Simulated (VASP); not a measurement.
# Fe (Im-3m) in VASP: single point with PBE

Aim: the single point of Fe with PBE.

Program: VASP 6.6.1. These are calculated values, not measurements. Logs are shortened: lines on timing, memory, paths and dates and some standing lists are left out, and cuts for length are marked.

## Step 1: The cell of the first run

It takes space group Im-3m (No. 229, cubic). Conventional cell: a = 2.832 Å, b = 2.832 Å, c = 2.832 Å, α = 90.00°, β = 90.00°, γ = 90.00°. Fe (site symmetry m-3m) has 14 Fe at 2.45 to 2.83 Å within 3.2 Å.

## Step 2: Single point, PBE, collinear spin, ferromagnetic start

POSCAR

```
Fe
1.0
   -1.4157898482      1.4157898482      1.4157898482
    1.4157898482     -1.4157898482      1.4157898482
    1.4157898482      1.4157898482     -1.4157898482
Fe
1
Direct
    0.0000000000      0.0000000000      0.0000000000
```

INCAR.step1

```
PREC = Accurate
ENCUT = 520
EDIFF = 1E-6
ISMEAR = 0
SIGMA = 0.1
LREAL = False
LASPH = True
NELM = 150
ALGO = Normal
ISIF = 2
LWAVE = False
LCHARG = True
ISPIN = 2
MAGMOM = 2.44
LMAXMIX = 4
GGA = PE
NBANDS = 14
```

KPOINTS.step1

```
regular mesh
0
Gamma
  20 20 20
```

INCAR.step2

```
PREC = Accurate
ENCUT = 520
EDIFF = 1E-6
ISMEAR = -5
SIGMA = 0.1
LREAL = False
LASPH = True
NELM = 150
ALGO = Normal
ISIF = 2
LWAVE = False
LCHARG = False
ISPIN = 2
MAGMOM = 2.44
LORBIT = 10
LMAXMIX = 4
GGA = PE
NEDOS = 1001
ICHARG = 11
```

KPOINTS.step2

```
regular mesh
0
Gamma
  30 30 30
```

Potentials or basis: VASP PAW PBE potentials, release 64 (Fe).

On the command line:

```
> cat potpaw_PBE.64/Fe/POTCAR > POTCAR
> cp INCAR.step1 INCAR
> cp KPOINTS.step1 KPOINTS
> mpirun -np 1 vasp_std > vasp.out
> cp INCAR.step2 INCAR
> cp KPOINTS.step2 KPOINTS
> mpirun -np 1 vasp_std > vasp.out
```

OUTCAR:

```text
PREC = Accurate
   ENCUT = 520
   EDIFF = 1E-6
   ISMEAR = -5
   LREAL = False
   LASPH = True
   NELM = 150
   ISIF = 2
   ISPIN = 2
   LORBIT = 10
   GGA = PE
   ICHARG = 11

 ion  position               nearest neighbor table
   1  0.000  0.000  0.000-

  LATTYP: Found a body centered cubic cell.
 ALAT       =     2.8315796964

  Lattice vectors:

 A1 = (  -1.4157898482,   1.4157898482,   1.4157898482)
 A2 = (   1.4157898482,  -1.4157898482,   1.4157898482)
 A3 = (   1.4157898482,   1.4157898482,  -1.4157898482)

Analysis of symmetry for initial positions (statically):
=====================================================================
 Subroutine PRICEL returns:
 Original cell was already a primitive cell.

 Routine SETGRP: Setting up the symmetry group for a
 body centered cubic supercell.

 Subroutine GETGRP returns: Found 48 space group operations
 (whereof 48 operations were pure point group operations)
 out of a pool of 48 trial point group operations.

The static configuration has the point symmetry O_h .

Analysis of symmetry for dynamics (positions and initial velocities):
=====================================================================
 Subroutine PRICEL returns:
 Original cell was already a primitive cell.

 Routine SETGRP: Setting up the symmetry group for a
 body centered cubic supercell.

 Subroutine GETGRP returns: Found 48 space group operations
 (whereof 48 operations were pure point group operations)
 out of a pool of 48 trial point group operations.

The dynamic configuration has the point symmetry O_h .

Analysis of structural, dynamic, and magnetic symmetry:
=====================================================================
 Subroutine PRICEL returns:
 Original cell was already a primitive cell.

 Routine SETGRP: Setting up the symmetry group for a
 body centered cubic supercell.

 Subroutine GETGRP returns: Found 48 space group operations
 (whereof 48 operations were pure point group operations)
 out of a pool of 48 trial point group operations.

The overall configuration has the point symmetry O_h .

 Subroutine INISYM returns: Found 48 space group operations
 (whereof 48 operations are pure point group operations),
 and found     1 'primitive' translations

----------------------------------------------------------------------------------------

                                     Primitive cell

  volume of cell :      11.3516

  direct lattice vectors                    reciprocal lattice vectors
    -1.415789848  1.415789848  1.415789848     0.000000000  0.353159758  0.353159758
     1.415789848 -1.415789848  1.415789848     0.353159758  0.000000000  0.353159758
     1.415789848  1.415789848 -1.415789848     0.353159758  0.353159758  0.000000000

  length of vectors
     2.452219950  2.452219950  2.452219950     0.499443319  0.499443319  0.499443319

  position of ions in fractional coordinates (direct lattice)
     0.000000000  0.000000000  0.000000000

  ion indices of the primitive-cell ions
   primitive index   ion index
                 1           1

----------------------------------------------------------------------------------------

 KPOINTS: regular mesh

Automatic generation of k-mesh.
 Grid dimensions read from file:
 generate k-points for:   30   30   30

 Generating k-lattice:

  Cartesian coordinates                     Fractional coordinates (reciprocal lattice)
     0.000000000  0.011771992  0.011771992     0.033333333  0.000000000  0.000000000
     0.011771992  0.000000000  0.011771992     0.000000000  0.033333333  0.000000000
     0.011771992  0.011771992  0.000000000     0.000000000  0.000000000  0.033333333

  Length of vectors
     0.016648111  0.016648111  0.016648111

  Shift w.r.t. Gamma in fractional coordinates (k-lattice)
     0.000000000  0.000000000  0.000000000

 TETIRR: Found  32549 inequivalent tetrahedra from   162000

 Subroutine IBZKPT returns following result:
 ===========================================

 Found    752 irreducible k-points:

 Following reciprocal coordinates:
            Coordinates               Weight
  0.000000  0.000000  0.000000      1.000000
  0.033333  0.000000  0.000000     12.000000
  0.066667  0.000000  0.000000     12.000000
  0.100000  0.000000  0.000000     12.000000
  0.133333  0.000000  0.000000     12.000000
  0.166667  0.000000  0.000000     12.000000
[... 16 lines left out ...]
  0.233333  0.033333  0.000000     48.000000
  0.266667  0.033333  0.000000     48.000000
 [... further k-points ...]
   k-points           NKPTS =    752   k-points in BZ     NKDIM =    752   number of bands    NBANDS=      9
   number of dos      NEDOS =   1001   number of ions     NIONS =      1
   total plane-waves  NPLWV =   5832
   dimension x,y,z NGX =    18 NGY =   18 NGZ =   18
   dimension x,y,z NGXF=    36 NGYF=   36 NGZF=   36
   ions per type =               1
   NGX,Y,Z   is equivalent  to a cutoff of  12.20, 12.20, 12.20 a.u.
   NGXF,Y,Z  is equivalent  to a cutoff of  24.41, 24.41, 24.41 a.u.
 SYSTEM =  unknown system
   PREC   = accura    normal or accurate (medium, high low for compatibility)
   ISTART =      0    job   : 0-new  1-cont  2-samecut
   ICHARG =     11    charge: 1-file 2-atom 10-const
   ISPIN  =      2    spin polarized calculation?
   LNONCOLLINEAR =      F non collinear calculations
   LSORBIT =      F    spin-orbit coupling
   LASPH  =      T    aspherical Exc in radial PAW
   ENCUT  =  520.0 eV  38.22 Ry    6.18 a.u.   4.56  4.56  4.56*2*pi/ulx,y,z
   NELM   =    150;   NELMIN=  2; NELMDL=  0     # of ELM steps
   EDIFF  = 0.1E-05   stopping-criterion for ELM
   LREAL  =      F    real-space projection
   EDIFFG = 0.1E-04   stopping-criterion for IOM
   NSW    =      0    number of steps for IOM
   IBRION =     -1    ionic relax: 0-MD 1-quasi-New 2-CG
   NFREE  =      0    steps in history (QN), initial steepest desc. (CG)
   ISIF   =      2    stress and relaxation
   ISYM   =      2    0-nonsym 1-usesym 2-fastsym
   POTIM  = 0.5000    time-step for ionic-motion
   TEBEG  =    0.0;   TEEND  =   0.0 temperature during run
   PSTRESS=    0.0 pullay stress
   NELECT =       8.0000    total number of electrons
   NUPDOWN=      -1.0000    fix difference up-down
   EMIN   =  10.00;   EMAX   =-10.00  energy-range for DOS
   EFERMI =   0.00;   METHOD = LEGACY
   ISMEAR =    -5;   SIGMA  =   0.10  broadening in eV -4-tet -1-fermi 0-gaus
   EFERMI_NEDOS =   21; number of points for ismear=-14 and -15
   IALGO  =     38    algorithm
   IMIX   =      4    mixing-type and parameters
     AMIX     =   0.40;   BMIX     =  1.00
     AMIX_MAG =   1.60;   BMIX_MAG =  1.00
  volume/ion in A,a.u.               =      11.35        76.60
  Fermi-wavevector in a.u.,A,eV,Ry     =   1.456865  2.753076 28.877770  2.122456
  Thomas-Fermi vector in A             =   2.573734
   LORBIT       =     10    0 simple, 1 ext, 2 COOP (PROOUT), +10 PAW based schemes
   GGA     = PE    functional components
   LHFCALC =     F    Hartree Fock is set to
   AEXX    =    0.0000 exact exchange contribution
   IVDW    =     0    specifies the selected vdW correction
   LEPSILON=     F    determine dielectric tensor
   LRPA    =     F    only Hartree local field effects (RPA)
 spin polarized calculation
 Fermi weights with tetrahedron method with Bloechl corrections
  energy-cutoff  :      520.00
  volume of cell :       11.35
 maximum number of plane-waves:       321

 number of electron       8.0000009 magnetization       2.1954680

 Free energy of the ion-electron system (eV)
  ---------------------------------------------------
  ext. energy  EPLUGINS =         0.00000000
  ---------------------------------------------------
  free energy    TOTEN  =        -8.24256965 eV

  energy without entropy =       -8.24256965  energy(sigma->0) =       -8.24256965

 E-fermi :   5.8247     XC(G=0): -13.1216

 val. band max:        5.8937207510   @ k =  -0.4000   0.4000   0.0667
 cond. band min:       5.7759210579   @ k =  -0.2333   0.2333   0.2000
 fundamental gap:     -0.1177996931
 Fermi energy:         5.8247014306

 spin component 1

 k-point     1 :       0.0000    0.0000    0.0000
  band No.  band energies     occupation
      1      -2.6058      1.00000
      2       3.5223      1.00000
      3       3.5223      1.00000
      4       3.5223      1.00000
      5       4.7347      1.00000
      6       4.7347      1.00000
      7      30.8619      0.00000
      8      30.8619      0.00000
      9      30.8619      0.00000

 k-point     2 :       0.0333    0.0000    0.0000
  band No.  band energies     occupation
      1      -2.5596      1.00000
      2       3.5095      1.00000
      3       3.5216      1.00000
      4       3.5472      1.00000
      5       4.7215      1.00000
      6       4.7357      1.00000
      7      30.5316      0.00000
      8      30.7982      0.00000
      9      30.8272      0.00000
[... 253 lines left out ...]
 k-point    24 :       0.2667    0.0333    0.0000
  band No.  band energies     occupation
      1       0.1352      1.00000
      2       2.8521      1.00000
      3       3.4312      1.00000
      4       4.6090      1.00000
      5       4.8410      1.00000
      6       5.0718      1.00000
      7      20.1260      0.00000
      8      26.1447      0.00000
      9      28.6780      0.00000

 [... further k-points ...]

 spin component 2

 k-point     1 :       0.0000    0.0000    0.0000
  band No.  band energies     occupation
      1      -2.4378      1.00000
      2       5.4370      1.00000
      3       5.4371      1.00000
      4       5.4371      1.00000
      5       7.4924      0.00000
      6       7.4925      0.00000
      7      30.6103      0.00000
      8      30.6103      0.00000
      9      30.6103      0.00000

 k-point     2 :       0.0333    0.0000    0.0000
  band No.  band energies     occupation
      1      -2.3913      1.00000
      2       5.4217      1.00000
      3       5.4347      1.00000
      4       5.4641      1.00000
      5       7.4752      0.00000
      6       7.4935      0.00000
      7      30.3354      0.00000
      8      30.5607      0.00000
      9      30.5940      0.00000
[... 253 lines left out ...]
 k-point    24 :       0.2667    0.0333    0.0000
  band No.  band energies     occupation
      1       0.4941      1.00000
      2       4.6361      1.00000
      3       5.0590      1.00000
      4       7.1206      0.00000
      5       7.1578      0.00000
      6       7.6215      0.00000
      7      20.8529      0.00000
      8      26.2902      0.00000
      9      29.3224      0.00000

 [... further k-points ...]

------------------------ aborting loop because EDIFF is reached ----------------------------------------

  FORCE on cell =-STRESS in cart. coord.  units (eV):
  Direction    XX          YY          ZZ          XY          YZ          ZX
  --------------------------------------------------------------------------------------
  -------------------------------------------------------------------------------------
  Total       -0.0121753     -0.0121753     -0.0121753      0.0000000     -0.0000000      0.0000000
  in kB       -1.7184409     -1.7184409     -1.7184409      0.0000000     -0.0000000      0.0000000
  external PRESSURE =      -1.7184409 kB  Pullay stress =       0.0000000 kB

 VOLUME and BASIS-vectors are now :
 -----------------------------------------------------------------------------
  energy-cutoff  :      520.00
  volume of cell :       11.35
      direct lattice vectors                 reciprocal lattice vectors
    -1.415789848  1.415789848  1.415789848     0.000000000  0.353159758  0.353159758
     1.415789848 -1.415789848  1.415789848     0.353159758  0.000000000  0.353159758
     1.415789848  1.415789848 -1.415789848     0.353159758  0.353159758  0.000000000

 POSITION                                       TOTAL-FORCE (eV/Angst)
 -----------------------------------------------------------------------------------
      0.00000      0.00000      0.00000         0.000000      0.000000      0.000000
 -----------------------------------------------------------------------------------
    total drift:                                0.000000     -0.000000     -0.000000

  FREE ENERGIE OF THE ION-ELECTRON SYSTEM (eV)
  ---------------------------------------------------
  free  energy   TOTEN  =        -8.2425696524 eV

  energy  without entropy=       -8.2425696524  energy(sigma->0) =       -8.24256965

 total charge

# of ion       s       p       d       tot
------------------------------------------
    1        0.487   0.542   6.240   7.269

 magnetization (x)

# of ion       s       p       d       tot
------------------------------------------
    1       -0.014  -0.056   2.255   2.185
```

It took 4 min on 1 thread of Intel Xeon 8259CL, shared host; peak memory 0.33 GiB.

Results:

```yaml
Net_moment: 2.20 μB per cell
Site_moments: Fe +2.19 μB
Valence_electrons_inside_the_program's_atomic_spheres: Fe 7.27
```

Levels at points of the mesh, in eV from the Fermi level:
Spin up:
```tsv
k point	band 2	band 3	band 4	band 5	band 6	band 7	band 8	band 9
(0.00, 0.00, 0.00)	-2.30	-2.30	-2.30	-1.09	-1.09	25.04	25.04	25.04
(0.50, 0.00, 0.00)	-3.38	-1.02	-0.90	0.39	0.53	7.37	18.38	20.24
(0.50, 0.50, 0.50)	-4.85	0.12	0.12	0.12	9.95	9.95	9.95	15.66
```
Spin down:
```csv
k point,band 1,band 2,band 3,band 4,band 5,band 6,band 7
"(0.00, 0.00, 0.00)",-8.26,-0.39,-0.39,-0.39,1.67,1.67,24.79
"(0.50, 0.00, 0.00)",-3.64,-1.67,0.63,1.52,1.92,2.61,8.74
"(0.50, 0.50, 0.50)",-3.02,-3.02,2.31,2.31,2.31,10.22,10.22
```
